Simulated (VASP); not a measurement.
# La (Pm-3m) in VASP: single point with revPBE

Aim: the single point of La with revPBE.

All numbers are computed with VASP 6.6.1; they aren't measurements. Logs are shortened: lines on timing, memory, paths and dates and some standing lists are left out, and cuts for length are marked.

## (1) The cell of the first run

Symmetry: Pm-3m, No. 221, cubic system. The conventional cell has a = 3.368 Å, b = 3.368 Å, c = 3.368 Å, α = 90.00°, β = 90.00°, γ = 90.00°. La (site symmetry m-3m) has 6 La at 3.37 Å within 4.4 Å.

This isn't the form of La at room conditions, which is double hcp.

## (2) Single point, revPBE

INCAR reads:

```
  PREC = Accurate
  ENCUT = 520
  EDIFF = 1E-6
  ISMEAR = -1
  SIGMA = 0.1
  LREAL = F
  LASPH = T
  NELM = 80
  ALGO = Normal
  ISIF = 2
  LWAVE = F
  LCHARG = F
  GGA = RE
  NBANDS = 12
```

KPOINTS reads:

```
regular mesh
0
Gamma
  15 15 15
```

POSCAR reads:

```
La
1.0
    3.3677025412      0.0000000000      0.0000000000
    0.0000000000      3.3677025412      0.0000000000
    0.0000000000      0.0000000000      3.3677025412
La
1
Direct
    0.0000000000      0.0000000000      0.0000000000
```

Potentials or basis: VASP PAW PBE potentials, release 64 (La).

Launch:

```console
cat potpaw_PBE.64/La/POTCAR > POTCAR
mpirun -np 1 vasp_std > vasp.out
```

OUTCAR:

```text
PREC = Accurate
   ENCUT = 520
   EDIFF = 1E-6
   ISMEAR = -1
   LREAL = F
   LASPH = T
   NELM = 80
   ISIF = 2
   GGA = RE

 ion  position               nearest neighbor table
   1  0.000  0.000  0.000-

  LATTYP: Found a simple cubic cell.
 ALAT       =     3.3677025412

  Lattice vectors:

 A1 = (   3.3677025412,   0.0000000000,   0.0000000000)
 A2 = (   0.0000000000,   3.3677025412,   0.0000000000)
 A3 = (   0.0000000000,   0.0000000000,   3.3677025412)

Analysis of symmetry for initial positions (statically):
=====================================================================
 Subroutine PRICEL returns:
 Original cell was already a primitive cell.

 Routine SETGRP: Setting up the symmetry group for a
 simple cubic supercell.

 Subroutine GETGRP returns: Found 48 space group operations
 (whereof 48 operations were pure point group operations)
 out of a pool of 48 trial point group operations.

The static configuration has the point symmetry O_h .

Analysis of symmetry for dynamics (positions and initial velocities):
=====================================================================
 Subroutine PRICEL returns:
 Original cell was already a primitive cell.

 Routine SETGRP: Setting up the symmetry group for a
 simple cubic supercell.

 Subroutine GETGRP returns: Found 48 space group operations
 (whereof 48 operations were pure point group operations)
 out of a pool of 48 trial point group operations.

The dynamic configuration has the point symmetry O_h .

 Subroutine INISYM returns: Found 48 space group operations
 (whereof 48 operations are pure point group operations),
 and found     1 'primitive' translations

----------------------------------------------------------------------------------------

                                     Primitive cell

  volume of cell :      38.1945

  direct lattice vectors                    reciprocal lattice vectors
     3.367702541  0.000000000  0.000000000     0.296938339  0.000000000  0.000000000
     0.000000000  3.367702541  0.000000000     0.000000000  0.296938339  0.000000000
     0.000000000  0.000000000  3.367702541     0.000000000  0.000000000  0.296938339

  length of vectors
     3.367702541  3.367702541  3.367702541     0.296938339  0.296938339  0.296938339

  position of ions in fractional coordinates (direct lattice)
     0.000000000  0.000000000  0.000000000

  ion indices of the primitive-cell ions
   primitive index   ion index
                 1           1

----------------------------------------------------------------------------------------
[... 80 lines left out ...]
   PSTRESS=    0.0 pullay stress
   NELECT =      11.0000    total number of electrons
   NUPDOWN=      -1.0000    fix difference up-down
   EMIN   =  10.00;   EMAX   =-10.00  energy-range for DOS
   EFERMI =   0.00;   METHOD = LEGACY
   ISMEAR =    -1;   SIGMA  =   0.10  broadening in eV -4-tet -1-fermi 0-gaus
   EFERMI_NEDOS =   21; number of points for ismear=-14 and -15
   IALGO  =     38    algorithm
   IMIX   =      4    mixing-type and parameters
     AMIX     =   0.40;   BMIX     =  1.00
     AMIX_MAG =   1.60;   BMIX_MAG =  1.00
  volume/ion in A,a.u.               =      38.19       257.75
  Fermi-wavevector in a.u.,A,eV,Ry     =   1.081115  2.043012 15.902629  1.168810
  Thomas-Fermi vector in A             =   2.217124
   LORBIT       =      0    0 simple, 1 ext, 2 COOP (PROOUT), +10 PAW based schemes
   GGA     = RE    functional components
   LHFCALC =     F    Hartree Fock is set to
   AEXX    =    0.0000 exact exchange contribution
   IVDW    =     0    specifies the selected vdW correction
   LEPSILON=     F    determine dielectric tensor
   LRPA    =     F    only Hartree local field effects (RPA)
 non-spin polarized calculation
  energy-cutoff  :      520.00
  volume of cell :       38.19
 maximum number of plane-waves:      1052
 NGX is ok and might be reduce to    28
   NGX = 13   NGY = 13   NGZ = 13

 number of electron      10.9999999 magnetization

 Free energy of the ion-electron system (eV)
  ---------------------------------------------------
  ext. energy  EPLUGINS =         0.00000000
  ---------------------------------------------------
  free energy    TOTEN  =        -4.12621565 eV

  energy without entropy =       -4.05573028  energy(sigma->0) =       -4.09097296

 E-fermi :   7.5267     XC(G=0):  -9.3305

 val. band max:        7.5042095556   @ k =   0.4667   0.4000   0.2667
 cond. band min:       7.5270692027   @ k =   0.4000   0.3333   0.3333
 fundamental gap:      0.0228596470
 Fermi energy:         7.5266646051

 k-point     1 :       0.0000    0.0000    0.0000
  band No.  band energies     occupation
      1     -25.6127      2.00000
      2      -8.4457      2.00000
      3      -8.4457      2.00000
      4      -8.4457      2.00000
      5       4.6604      2.00000
      6       6.4815      1.99994
      7       6.4815      1.99994
      8       9.3342      0.00000
      9       9.3342      0.00000
     10       9.3342      0.00000
     11       9.5192      0.00000
     12       9.5192      0.00000
[... 331 lines left out ...]
 k-point    24 :       0.3333    0.2000    0.0000
  band No.  band energies     occupation
      1     -25.3908      2.00000
      2      -9.6970      2.00000
      3      -8.9410      2.00000
      4      -8.2593      2.00000
      5       6.6080      1.99980
      6       7.4604      1.31955
      7       8.5125      0.00010
      8       9.0514      0.00000
      9       9.2180      0.00000
     10       9.3317      0.00000
     11       9.4958      0.00000
     12       9.5701      0.00000

 [... further k-points ...]

------------------------ aborting loop because EDIFF is reached ----------------------------------------

  FORCE on cell =-STRESS in cart. coord.  units (eV):
  Direction    XX          YY          ZZ          XY          YZ          ZX
  --------------------------------------------------------------------------------------
  -------------------------------------------------------------------------------------
  Total        0.0231128      0.0231128      0.0231128      0.0000000      0.0000000     -0.0000000
  in kB        0.9695299      0.9695299      0.9695299      0.0000000      0.0000000     -0.0000000
  external PRESSURE =       0.9695299 kB  Pullay stress =       0.0000000 kB

 VOLUME and BASIS-vectors are now :
 -----------------------------------------------------------------------------
  energy-cutoff  :      520.00
  volume of cell :       38.19
      direct lattice vectors                 reciprocal lattice vectors
     3.367702541  0.000000000  0.000000000     0.296938339  0.000000000  0.000000000
     0.000000000  3.367702541  0.000000000     0.000000000  0.296938339  0.000000000
     0.000000000  0.000000000  3.367702541     0.000000000  0.000000000  0.296938339

 POSITION                                       TOTAL-FORCE (eV/Angst)
 -----------------------------------------------------------------------------------
      0.00000      0.00000      0.00000         0.000000      0.000000      0.000000
 -----------------------------------------------------------------------------------
    total drift:                                0.000000      0.000000      0.000000

  FREE ENERGIE OF THE ION-ELECTRON SYSTEM (eV)
  ---------------------------------------------------
  free  energy   TOTEN  =        -4.1262156500 eV

  energy  without entropy=       -4.0557302777  energy(sigma->0) =       -4.09097296
```

Run time: 2 min. Hardware: 1 thread of Intel Xeon 8259CL, shared host; peak memory 0.22 GiB.

Results:

```
Free energy            : -4.1262 eV
Pressure               : 0.1 GPa
Band gap on the k mesh : zero (an odd number of electrons rules out a gap without spin polarisation)
```

Caveat: the PAW data sets were made with another functional, which shifts forces and pressure a little; spin-orbit coupling is left out, which moves the levels of the heavy elements.
